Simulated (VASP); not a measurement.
Runs of VASP 6.6.1 on P. The structure is that of space group Pm-3m (No. 221), or close to it. The cells are those of the table. 

```tsv
cell	gap on the mesh (eV)	pressure (GPa)
a = 2.403, b = 2.403, c = 2.494 Å, 1 atom	none	(b)
a = 2.428, b = 2.428, c = 2.397 Å, 1 atom	none	(a)
a = 2.438, b = 2.438, c = 2.349 Å, 1 atom	none	2.5
a = 2.417, b = 2.417, c = 2.446 Å, 1 atom	none	-0.5
a = 2.416, b = 2.416, c = 2.446 Å, 1 atom	none	-0.4
```

Alike in all rows: task single point; level PBEsol; potentials or basis VASP PAW PBE potentials, release 64 (P); no spin polarisation; k mesh 18 × 18 × 18; cutoff (eV) 520; smearing gaussian 0.1 eV.

**Question.** Fill in the values left out.

**Answer.** (a) 0.8; (b) -1.1.

Caveats: the PAW data sets were made with another functional, which shifts forces and pressure a little; an odd number of electrons without spin polarisation forces a metal; a magnetic or distorted state may lie lower; the stress differs along the axes, from -5 to 1 GPa (at least some runs); the stress differs along the axes, from 0 to 7 GPa (at least some runs).

A gap of «none» marks levels without a gap at the run's occupations.
